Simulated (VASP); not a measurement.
The system is Eu.

```xyz
1
Lattice="-2.3482 2.3482 2.3482 2.3482 -2.3482 2.3482 2.3482 2.3482 -2.3482" Properties=species:S:1:pos:R:3 pbc="T T T"
Eu    0.0000    0.0000    0.0000
```

This cell differs from its parent crystal: volume scaled by 1.06.

Base run:

* Program: VASP 6.6.1
* Functional: LDA
* Potentials or basis: VASP PAW PBE potentials, release 64 (Eu)
* Cutoff: 520 eV
* k mesh: 8 × 8 × 8
* Occupations: fermi-dirac, width 0.05 eV
* Spin: collinear spin, ferromagnetic start
* Starting moments: [7.0] μB

Its results: pressure -4.1 GPa; net moment 7.27 μB per cell; site moments Eu +6.72 μB.

**Question.** The run is repeated on the same cell with these changes: functional from LDA to PBEsol; further incar settings from ALGO = Fast; EDIFF = 1e-06; NBANDS = 18 to ALGO = Normal; EDIFF = 1e-06; NBANDS = 18. What comes out?

**Answer.** Pressure -3.2 GPa; net moment 7.40 μB per cell; site moments Eu +6.72 μB.

Caveats: the PAW data sets were made with another functional, which shifts forces and pressure a little.
